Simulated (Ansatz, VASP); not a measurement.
# Two plane-wave programs on NaTe2

```xyz
6
Lattice="-4.5782 -0.0585 -0.0097 -0.0128 -0.0139 -4.9986 -0.1140 -8.8329 -0.0275" Properties=species:S:1:pos:R:3 pbc="T T T"
Na    0.0021   -0.0088   -2.4990
Na   -0.0711   -4.4254   -2.5129
Te   -2.2850   -0.0271   -0.0038
Te   -2.3501   -4.4452   -0.0201
Te   -0.0883   -6.6257   -0.0211
Te   -0.0265   -2.2061   -0.0066
```

Change from the starting cell: cell x2, atoms moved at random (sigma 0.15 Å) and cell strained at random (1.5 %), then relaxed without symmetry.

Alike in both runs: functional PBE; k mesh 6 × 4 × 4; occupations gaussian, width 0.2 eV; no spin polarisation.

Ansatz relaxed the structure, and its values are those at the end. VASP's run is a single point on that final structure, the one shown.

|  | VASP | Ansatz |
| --- | --- | --- |
| version | VASP 6.6.1 | Ansatz 0.2.0 |
| potentials or method | VASP PAW PBE potentials, release 64 (Na_pv, Te), cutoff 520 eV | scalar-relativistic, plane waves, PAW |
| valence electrons in the cell | 38 | 82 |

```tsv
	VASP	Ansatz	Ansatz less VASP
gap on the k mesh at the Fermi level (eV)	none	none	-
pressure (GPa)	0.0	0.0	+0.01
```

A gap of «none» marks a metal or a gap that the smearing closes. VASP's potentials hold 38 valence electrons a cell and Ansatz's 82, so a difference there can come from the potentials and not from the codes.

Spin-orbit coupling is off throughout.
